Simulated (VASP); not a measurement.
Here is a VASP 6.6.1 calculation.

INCAR

```
PREC = Accurate ; ENCUT = 520
EDIFF = 1E-6 ; ISMEAR = 0
SIGMA = 0.02 ; LREAL = False
LASPH = True ; NELM = 80
ALGO = Normal ; ISIF = 2
LWAVE = False ; LCHARG = False
NBANDS = 44
```

File KPOINTS:

```
Automatic mesh
0
Gamma
  6 6 6
```

Contents of POSCAR:

```
SiO2
1.0
   -2.6150634109      4.7378720444      4.4366928288
    2.6150634109     -4.7378720444      4.4366928288
    2.6150634109      4.7378720444     -4.4366928288
Si O
4 8
Direct
    0.9275554307      0.8441015156      0.0834539151
    0.7393523996      0.1558984844      0.5834539151
    0.0724445693      0.1558984844      0.9165460849
    0.2606476004      0.8441015156      0.4165460849
    0.1278353151      0.8778353151      0.2500000000
    0.8721646849      0.1221646849      0.7500000000
    0.7902924887      0.5000000000      0.7902924887
    0.2097075113      0.0000000000      0.7097075113
    0.2097075113      0.5000000000      0.2097075113
    0.7902924887      0.0000000000      0.2902924887
    0.0000000000      0.0000000000      0.0000000000
    0.5000000000      0.0000000000      0.5000000000
```

Potentials or basis: VASP PAW LDA potentials, release 64 (Si, O).

The run is started by

```sh
$ cat potpaw_LDA.64/Si/POTCAR potpaw_LDA.64/O/POTCAR > POTCAR
$ mpirun -np 1 vasp_std > vasp.out
```

(1) Estimate the largest force.

(2) What does it give for the band gap on the k mesh?

(3) What does it give for the pressure?

Results:

(1) 0.056 eV/Å.

(2) 5.42 eV.

(3) 0.4 GPa.
